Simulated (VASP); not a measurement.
# GaN (I4/mmm) in VASP: a series of runs

Aim: see how the results for GaN move with the level of theory and the settings. Levels: PBE, r2SCAN. Tasks: single point.

All numbers are computed with VASP 6.6.1; they aren't measurements. Logs are shortened: lines on timing, memory, paths and dates and some standing lists are left out, and cuts for length are marked.

## 1. The cell of the first run

The structure is tetragonal, space group I4/mmm (No. 139). The conventional cell has a = 2.982 Å, b = 2.982 Å, c = 4.390 Å, α = 90.00°, β = 90.00°, γ = 90.00°. Within 2.8 Å of Ga (site symmetry 4/mmm) lie 6 N at 2.11 to 2.20 Å. N (site symmetry 4/mmm) has 6 Ga at 2.11 to 2.20 Å within 2.8 Å.

## 2. Single point, PBE (uniaxial z strain +4.1%)

INCAR

```
ALGO = Normal
EDIFF = 1E-6
ENCUT = 520
GGA = PE
ISIF = 2
ISMEAR = -1
LASPH = True
LCHARG = True
LELF = True
LREAL = False
LVHAR = True
LWAVE = False
NBANDS = 16
NELM = 80
PREC = Accurate
SIGMA = 0.02
```

KPOINTS

```
k-points
0
Gamma
  10 10 10
```

POSCAR

```
GaN
1.0
    0.0000000000      2.1085152379      2.1951752142
    2.1085152379      0.0000000000      2.1951752142
    2.1085152379      2.1085152379      0.0000000000
Ga N
1 1
Direct
    0.0000000000      0.0000000000      0.0000000000
    0.5000000000      0.5000000000      0.5000000000
```

Potentials or basis: VASP PAW PBE potentials, release 64 (Ga_d, N).

Command:

```sh
$ cat potpaw_PBE.64/Ga_d/POTCAR potpaw_PBE.64/N/POTCAR > POTCAR
$ mpirun -np 1 vasp_std > vasp.out
```

OUTCAR:

```text
EDIFF = 1E-6
   ENCUT = 520
   GGA = PE
   ISIF = 2
   ISMEAR = -1
   LASPH = True
   LREAL = False
   NELM = 80
   PREC = Accurate

 ion  position               nearest neighbor table
   1  0.000  0.000  0.000-   2 2.11   2 2.11   2 2.11   2 2.11   2 2.20   2 2.20
   2  0.500  0.500  0.500-   1 2.11   1 2.11   1 2.11   1 2.11   1 2.20   1 2.20

  LATTYP: Found a body centered tetragonal cell.
 ALAT       =     2.9818908459
 C/A-ratio  =     1.4723377398

  Lattice vectors:

 A1 = (  -2.1085152379,   0.0000000000,   2.1951752142)
 A2 = (   2.1085152379,   0.0000000000,   2.1951752142)
 A3 = (   0.0000000000,   2.1085152379,  -2.1951752142)

Analysis of symmetry for initial positions (statically):
=====================================================================
 Subroutine PRICEL returns:
 Original cell was already a primitive cell.

 Routine SETGRP: Setting up the symmetry group for a
 body centered tetragonal supercell.

 Subroutine GETGRP returns: Found 16 space group operations
 (whereof 16 operations were pure point group operations)
 out of a pool of 16 trial point group operations.

The static configuration has the point symmetry D_4h.

Analysis of symmetry for dynamics (positions and initial velocities):
=====================================================================
 Subroutine PRICEL returns:
 Original cell was already a primitive cell.

 Routine SETGRP: Setting up the symmetry group for a
 body centered tetragonal supercell.

 Subroutine GETGRP returns: Found 16 space group operations
 (whereof 16 operations were pure point group operations)
 out of a pool of 16 trial point group operations.

The dynamic configuration has the point symmetry D_4h.

 Subroutine INISYM returns: Found 16 space group operations
 (whereof 16 operations are pure point group operations),
 and found     1 'primitive' translations

----------------------------------------------------------------------------------------

                                     Primitive cell

  volume of cell :      19.5188

  direct lattice vectors                    reciprocal lattice vectors
     0.000000000  2.108515238  2.195175214    -0.237133691  0.237133691  0.227772251
     2.108515238  0.000000000  2.195175214     0.237133691 -0.237133691  0.227772251
     2.108515238  2.108515238  0.000000000     0.237133691  0.237133691 -0.227772251

  length of vectors
     3.043785592  3.043785592  2.981890846     0.405394836  0.405394836  0.405394836

  position of ions in fractional coordinates (direct lattice)
     0.000000000  0.000000000  0.000000000
     0.500000000  0.500000000  0.500000000

  ion indices of the primitive-cell ions
   primitive index   ion index
                 1           1
                 2           2

----------------------------------------------------------------------------------------

 KPOINTS: k-points

Automatic generation of k-mesh.
 Grid dimensions read from file:
 generate k-points for:   10   10   10

 Generating k-lattice:

  Cartesian coordinates                     Fractional coordinates (reciprocal lattice)
    -0.023713369  0.023713369  0.022777225     0.100000000  0.000000000  0.000000000
     0.023713369 -0.023713369  0.022777225     0.000000000  0.100000000  0.000000000
     0.023713369  0.023713369 -0.022777225    -0.000000000 -0.000000000  0.100000000

  Length of vectors
     0.040539484  0.040539484  0.040539484

  Shift w.r.t. Gamma in fractional coordinates (k-lattice)
     0.000000000  0.000000000  0.000000000

 Subroutine IBZKPT returns following result:
 ===========================================

 Found    102 irreducible k-points:

 Following reciprocal coordinates:
            Coordinates               Weight
  0.000000  0.000000  0.000000      1.000000
  0.100000 -0.000000  0.000000      8.000000
  0.200000 -0.000000  0.000000      8.000000
  0.300000  0.000000  0.000000      8.000000
  0.400000  0.000000  0.000000      8.000000
  0.500000 -0.000000  0.000000      4.000000
[... 16 lines left out ...]
  0.300000  0.300000  0.000000      2.000000
  0.400000  0.300000  0.000000      8.000000
 [... further k-points ...]
   k-points           NKPTS =    102   k-points in BZ     NKDIM =    102   number of bands    NBANDS=     16
   number of dos      NEDOS =    301   number of ions     NIONS =      2
   total plane-waves  NPLWV =  13824
   dimension x,y,z NGX =    24 NGY =   24 NGZ =   24
   dimension x,y,z NGXF=    48 NGYF=   48 NGZF=   48
   ions per type =               1   1
   NGX,Y,Z   is equivalent  to a cutoff of  13.11, 13.11, 13.38 a.u.
   NGXF,Y,Z  is equivalent  to a cutoff of  26.22, 26.22, 26.76 a.u.
 SYSTEM =  unknown system
   PREC   = accura    normal or accurate (medium, high low for compatibility)
   ISTART =      0    job   : 0-new  1-cont  2-samecut
   ICHARG =      2    charge: 1-file 2-atom 10-const
   ISPIN  =      1    spin polarized calculation?
   LNONCOLLINEAR =      F non collinear calculations
   LSORBIT =      F    spin-orbit coupling
   LASPH  =      T    aspherical Exc in radial PAW
   ENCUT  =  520.0 eV  38.22 Ry    6.18 a.u.   5.66  5.66  5.54*2*pi/ulx,y,z
   NELM   =     80;   NELMIN=  2; NELMDL= -5     # of ELM steps
   EDIFF  = 0.1E-05   stopping-criterion for ELM
   LREAL  =      F    real-space projection
   EDIFFG = 0.1E-04   stopping-criterion for IOM
   NSW    =      0    number of steps for IOM
   IBRION =     -1    ionic relax: 0-MD 1-quasi-New 2-CG
   NFREE  =      0    steps in history (QN), initial steepest desc. (CG)
   ISIF   =      2    stress and relaxation
   ISYM   =      2    0-nonsym 1-usesym 2-fastsym
   POTIM  = 0.5000    time-step for ionic-motion
   TEBEG  =    0.0;   TEEND  =   0.0 temperature during run
   PSTRESS=    0.0 pullay stress
   NELECT =      18.0000    total number of electrons
   NUPDOWN=      -1.0000    fix difference up-down
   EMIN   =  10.00;   EMAX   =-10.00  energy-range for DOS
   EFERMI =   0.00;   METHOD = LEGACY
   ISMEAR =    -1;   SIGMA  =   0.02  broadening in eV -4-tet -1-fermi 0-gaus
   EFERMI_NEDOS =   21; number of points for ismear=-14 and -15
   IALGO  =     38    algorithm
   IMIX   =      4    mixing-type and parameters
     AMIX     =   0.40;   BMIX     =  1.00
     AMIX_MAG =   1.60;   BMIX_MAG =  1.00
  volume/ion in A,a.u.               =       9.76        65.86
  Fermi-wavevector in a.u.,A,eV,Ry     =   1.593485  3.011251 34.547858  2.539196
  Thomas-Fermi vector in A             =   2.691708
   LORBIT       =      0    0 simple, 1 ext, 2 COOP (PROOUT), +10 PAW based schemes
   GGA     = PE    functional components
   LHFCALC =     F    Hartree Fock is set to
   AEXX    =    0.0000 exact exchange contribution
   IVDW    =     0    specifies the selected vdW correction
   LEPSILON=     F    determine dielectric tensor
   LRPA    =     F    only Hartree local field effects (RPA)
 non-spin polarized calculation
  energy-cutoff  :      520.00
  volume of cell :       19.52
 maximum number of plane-waves:       548
   NGX = 11   NGY = 11   NGZ = 11

 number of electron      18.0000002 magnetization

 Free energy of the ion-electron system (eV)
  ---------------------------------------------------
  ext. energy  EPLUGINS =         0.00000000
  ---------------------------------------------------
  free energy    TOTEN  =       -11.19647446 eV

  energy without entropy =      -11.19646823  energy(sigma->0) =      -11.19647134

 E-fermi :   7.6596     XC(G=0): -12.8878

 val. band max:        7.5367797185   @ k =  -0.2000   0.2000   0.0000
 cond. band min:       7.7631642709   @ k =   0.5000   0.0000   0.5000
 fundamental gap:      0.2263845524
 Fermi energy:         7.6596251507

 k-point     1 :       0.0000    0.0000    0.0000
  band No.  band energies     occupation
      1      -9.5019      2.00000
      2      -6.5305      2.00000
      3      -6.5124      2.00000
      4      -6.5124      2.00000
      5      -6.4556      2.00000
      6      -6.4047      2.00000
[... 8 lines left out ...]
     15      23.3895      0.00000
     16      23.3896      0.00000

 k-point     2 :       0.1000   -0.0000    0.0000
  band No.  band energies     occupation
      1      -9.3141      2.00000
      2      -6.5282      2.00000
      3      -6.5140      2.00000
      4      -6.5028      2.00000
      5      -6.4615      2.00000
      6      -6.4202      2.00000
[... 8 lines left out ...]
     15      23.3330      0.00000
     16      23.3666      0.00000

 k-point     3 :       0.2000   -0.0000    0.0000
  band No.  band energies     occupation
      1      -8.7709      2.00000
      2      -6.5475      2.00000
      3      -6.5380      2.00000
      4      -6.5140      2.00000
      5      -6.4309      2.00000
      6      -6.4239      2.00000
[... 8 lines left out ...]
     15      24.2620      0.00000
     16      24.3116      0.00000

 k-point     4 :       0.3000    0.0000    0.0000
  band No.  band energies     occupation
      1      -7.9511      2.00000
      2      -6.6040      2.00000
      3      -6.5739      2.00000
      4      -6.5550      2.00000
      5      -6.3813      2.00000
      6      -6.3698      2.00000
[... 8 lines left out ...]
     15      26.0197      0.00000
     16      26.0792      0.00000
[... 324 lines left out ...]
 k-point    22 :      -0.2000    0.2000    0.0000
  band No.  band energies     occupation
      1      -7.7482      2.00000
      2      -6.6096      2.00000
      3      -6.5776      2.00000
      4      -6.5605      2.00000
      5      -6.4199      2.00000
      6      -6.1869      2.00000
[... 8 lines left out ...]
     15      25.3771      0.00000
     16      28.1993      0.00000

 k-point    23 :       0.3000    0.3000    0.0000
  band No.  band energies     occupation
      1      -8.2592      2.00000
      2      -6.6271      2.00000
      3      -6.3660      2.00000
      4      -6.3660      2.00000
      5      -6.3493      2.00000
      6      -5.8691      2.00000
[... 8 lines left out ...]
     15      31.6730      0.00000
     16      32.2888      0.00000

 k-point    24 :       0.4000    0.3000    0.0000
  band No.  band energies     occupation
      1      -8.0922      2.00000
      2      -6.6357      2.00000
      3      -6.3842      2.00000
      4      -6.3568      2.00000
      5      -6.3094      2.00000
      6      -5.2887      2.00000
[... 8 lines left out ...]
     15      32.1649      0.00000
     16      32.7465      0.00000

 [... further k-points ...]
[... 5 lines left out ...]
  --------------------------------------------------------------------------------------
  -------------------------------------------------------------------------------------
  Total        0.3010315      0.3010315     -0.4485391      0.0000000      0.0000000     -0.0000000
  in kB       24.7098325     24.7098325    -36.8178319      0.0000000      0.0000000     -0.0000000
  external PRESSURE =       4.2006110 kB  Pullay stress =       0.0000000 kB

 VOLUME and BASIS-vectors are now :
 -----------------------------------------------------------------------------
  energy-cutoff  :      520.00
  volume of cell :       19.52
      direct lattice vectors                 reciprocal lattice vectors
     0.000000000  2.108515238  2.195175214    -0.237133691  0.237133691  0.227772251
     2.108515238  0.000000000  2.195175214     0.237133691 -0.237133691  0.227772251
     2.108515238  2.108515238  0.000000000     0.237133691  0.237133691 -0.227772251

 POSITION                                       TOTAL-FORCE (eV/Angst)
 -----------------------------------------------------------------------------------
      0.00000      0.00000      0.00000         0.000000     -0.000000     -0.000000
      2.10852      2.10852      2.19518        -0.000000      0.000000      0.000000
 -----------------------------------------------------------------------------------
    total drift:                                0.000000     -0.000000     -0.000000

  FREE ENERGIE OF THE ION-ELECTRON SYSTEM (eV)
  ---------------------------------------------------
  free  energy   TOTEN  =       -11.1964744590 eV

  energy  without entropy=      -11.1964682268  energy(sigma->0) =      -11.19647134
```

Wall time 50 s (1 thread of Intel Xeon 8259CL, shared host); peak memory 0.16 GiB.

What came out:

| Item | Value |
| --- | --- |
| Free energy | -11.1965 eV |
| Pressure | 0.4 GPa |
| Band gap on the k mesh | 0.23 eV (least direct gap 2.13 eV) |

Levels at points of the mesh, in eV from the valence-band top:
| k point | band 6 | band 7 | band 8 | band 9 | band 10 | band 11 | band 12 | band 13 |
| --- | --- | --- | --- | --- | --- | --- | --- | --- |
| (0.00, 0.00, 0.00) | -13.94 | -0.65 | -0.65 | -0.31 | 1.82 | 14.26 | 14.28 | 14.61 |
| (0.50, 0.00, 0.00) | -13.84 | -8.13 | -0.32 | -0.13 | 4.46 | 8.55 | 8.94 | 9.25 |
| (0.50, 0.50, 0.00) | -11.37 | -6.97 | -2.82 | -2.82 | 0.62 | 8.05 | 11.20 | 14.31 |
| (0.50, 0.00, 0.50) | -10.98 | -6.89 | -3.32 | -2.76 | 0.23 | 7.61 | 11.71 | 13.30 |

Caveat: the cell differs from its parent crystal (uniaxial z strain +4.1%); the stress differs along the axes, from -4 to 2 GPa; the structure was generated, so it needn't be the stable form of GaN; semilocal functionals underestimate gaps, and a narrow one can read as zero.

## 3. Single point, r2SCAN (uniaxial z strain +4.1%)

POSCAR is that of step 2.

INCAR.step1

```
SYSTEM = GaN
PREC = Accurate
ENCUT = 520
ISMEAR = 0
SIGMA = 0.01
LREAL = .False.
LASPH = .True.
NELM = 60
NBANDS = 16
GGA = PE
ALGO = Normal
EDIFF = 1E-4
LWAVE = .True.
LCHARG = .False.
```

INCAR.step2

```
SYSTEM = GaN
PREC = Accurate
ENCUT = 520
EDIFF = 1E-6
ISMEAR = 0
SIGMA = 0.01
LREAL = .False.
LASPH = .True.
NELM = 60
ALGO = Normal
ISIF = 2
LWAVE = .False.
LCHARG = .False.
METAGGA = R2SCAN
LMIXTAU = .True.
NBANDS = 16
ISTART = 1
```

KPOINTS

```
regular mesh
0
Gamma
  10 10 10
  0 0 0
```

Potentials or basis: VASP PAW PBE potentials, release 64 (Ga_d, N).

Command:

```sh
$ cat potpaw_PBE.64/Ga_d/POTCAR potpaw_PBE.64/N/POTCAR > POTCAR
$ cp INCAR.step1 INCAR
$ mpirun -np 1 vasp_std > vasp.out
$ cp INCAR.step2 INCAR
$ mpirun -np 1 vasp_std > vasp.out
```

OUTCAR:

```text
SYSTEM = GaN
   PREC = Accurate
   ENCUT = 520
   EDIFF = 1E-6
   ISMEAR = 0
   LREAL = .False.
   LASPH = .True.
   NELM = 60
   ISIF = 2
   METAGGA = R2SCAN
   ISTART = 1

 ion  position               nearest neighbor table
   1  0.000  0.000  0.000-   2 2.11   2 2.11   2 2.11   2 2.11   2 2.20   2 2.20
   2  0.500  0.500  0.500-   1 2.11   1 2.11   1 2.11   1 2.11   1 2.20   1 2.20

  LATTYP: Found a body centered tetragonal cell.
 ALAT       =     2.9818908459
 C/A-ratio  =     1.4723377398

  Lattice vectors:

 A1 = (  -2.1085152379,   0.0000000000,   2.1951752142)
 A2 = (   2.1085152379,   0.0000000000,   2.1951752142)
 A3 = (   0.0000000000,   2.1085152379,  -2.1951752142)

Analysis of symmetry for initial positions (statically):
=====================================================================
 Subroutine PRICEL returns:
 Original cell was already a primitive cell.

 Routine SETGRP: Setting up the symmetry group for a
 body centered tetragonal supercell.

 Subroutine GETGRP returns: Found 16 space group operations
 (whereof 16 operations were pure point group operations)
 out of a pool of 16 trial point group operations.

[... 156 lines left out ...]
  ext. energy  EPLUGINS =         0.00000000
  ---------------------------------------------------
  free energy    TOTEN  =       -20.95006936 eV

  energy without entropy =      -20.95006936  energy(sigma->0) =      -20.95006936

 E-fermi :   7.3996     XC(G=0): -13.9573

 val. band max:        7.3066828281   @ k =  -0.2000   0.2000   0.0000
 cond. band min:       8.0260752848   @ k =   0.5000   0.0000   0.5000
 fundamental gap:      0.7193924567
 Fermi energy:         7.3996045153

 k-point     1 :       0.0000    0.0000    0.0000
  band No.  band energies     occupation
      1     -10.4995      2.00000
      2      -7.1732      2.00000
      3      -7.1580      2.00000
      4      -7.1580      2.00000
      5      -7.1243      2.00000
      6      -7.0739      2.00000
[... 433 lines left out ...]
      3      -7.0504      2.00000
      4      -7.0061      2.00000
      5      -6.9646      2.00000
      6      -6.0310      2.00000
[... 8 lines left out ...]
     15      32.9387      0.00000
     16      33.6905      0.00000

 [... further k-points ...]
[... 5 lines left out ...]
  --------------------------------------------------------------------------------------
  -------------------------------------------------------------------------------------
  Total       -0.6624390     -0.6624390     -1.3678166      0.0000000      0.0000000      0.0000000
  in kB      -54.3755676    -54.3755676   -112.2757034      0.0000000      0.0000000      0.0000000
  external PRESSURE =     -73.6756129 kB  Pullay stress =       0.0000000 kB

 VOLUME and BASIS-vectors are now :
 -----------------------------------------------------------------------------
  energy-cutoff  :      520.00
  volume of cell :       19.52
      direct lattice vectors                 reciprocal lattice vectors
     0.000000000  2.108515238  2.195175214    -0.237133691  0.237133691  0.227772251
     2.108515238  0.000000000  2.195175214     0.237133691 -0.237133691  0.227772251
     2.108515238  2.108515238  0.000000000     0.237133691  0.237133691 -0.227772251

 POSITION                                       TOTAL-FORCE (eV/Angst)
 -----------------------------------------------------------------------------------
      0.00000      0.00000      0.00000        -0.000000      0.000000     -0.000000
      2.10852      2.10852      2.19518         0.000000     -0.000000      0.000000
 -----------------------------------------------------------------------------------
    total drift:                                0.000000     -0.000000     -0.000000

  FREE ENERGIE OF THE ION-ELECTRON SYSTEM (eV)
  ---------------------------------------------------
  free  energy   TOTEN  =       -20.9500693603 eV

  energy  without entropy=      -20.9500693603  energy(sigma->0) =      -20.95006936
```

OUTCAR.step1:

```text
SYSTEM = GaN
   PREC = Accurate
   ENCUT = 520
   ISMEAR = 0
   LREAL = .False.
   LASPH = .True.
[... 678 lines left out ...]
      0.00000      0.00000      0.00000         0.000000     -0.000000     -0.000000
      2.10852      2.10852      2.19518        -0.000000      0.000000      0.000000
 -----------------------------------------------------------------------------------
    total drift:                                0.000000     -0.000000     -0.000000

  FREE ENERGIE OF THE ION-ELECTRON SYSTEM (eV)
  ---------------------------------------------------
  free  energy   TOTEN  =       -11.1964807756 eV

  energy  without entropy=      -11.1964807756  energy(sigma->0) =      -11.19648078
```

OSZICAR.step1:

```text
N       E                     dE             d eps       ncg     rms          rms(c)
DAV:   1     0.724707500764E+02    0.72471E+02   -0.92711E+03  3808   0.209E+03
DAV:   2    -0.860905472996E+01   -0.81080E+02   -0.75959E+02  3776   0.316E+02
DAV:   3    -0.129551884645E+02   -0.43461E+01   -0.43325E+01  3832   0.633E+01
DAV:   4    -0.129932793231E+02   -0.38091E-01   -0.38088E-01  4040   0.623E+00
DAV:   5    -0.129937196992E+02   -0.44038E-03   -0.44037E-03  3992   0.611E-01    0.727E+00
DAV:   6    -0.112205309624E+02    0.17732E+01   -0.44549E+00  4720   0.389E+01    0.240E+00
DAV:   7    -0.112116797726E+02    0.88512E-02   -0.22183E-01  3880   0.533E+00    0.156E+00
DAV:   8    -0.111984729429E+02    0.13207E-01   -0.36983E-02  3664   0.214E+00    0.569E-01
DAV:   9    -0.111964410380E+02    0.20319E-02   -0.69629E-03  4088   0.178E+00    0.126E-01
DAV:  10    -0.111964807756E+02   -0.39738E-04   -0.63171E-04  3792   0.296E-01
   1 F= -.11196481E+02 E0= -.11196481E+02  d E =-.160024E-43
```

Wall time 2.6 min (1 thread of Intel Xeon 8259CL, shared host); peak memory 0.17 GiB.

Results:

```
Free energy            : -20.9501 eV
Pressure               : -7.4 GPa
Band gap on the k mesh : 0.72 eV (least direct gap 2.67 eV)
```

Stress tensor (GPa, compression positive):
```
 -5.44   0.00   0.00
  0.00  -5.44   0.00
  0.00   0.00 -11.23
```

Caveat: the cell differs from its parent crystal (uniaxial z strain +4.1%); the stress differs along the axes, from -11 to -5 GPa; the structure was generated, so it needn't be the stable form of GaN; semilocal functionals underestimate gaps, and a narrow one can read as zero; the PAW data sets were made with another functional, which shifts forces and pressure a little.
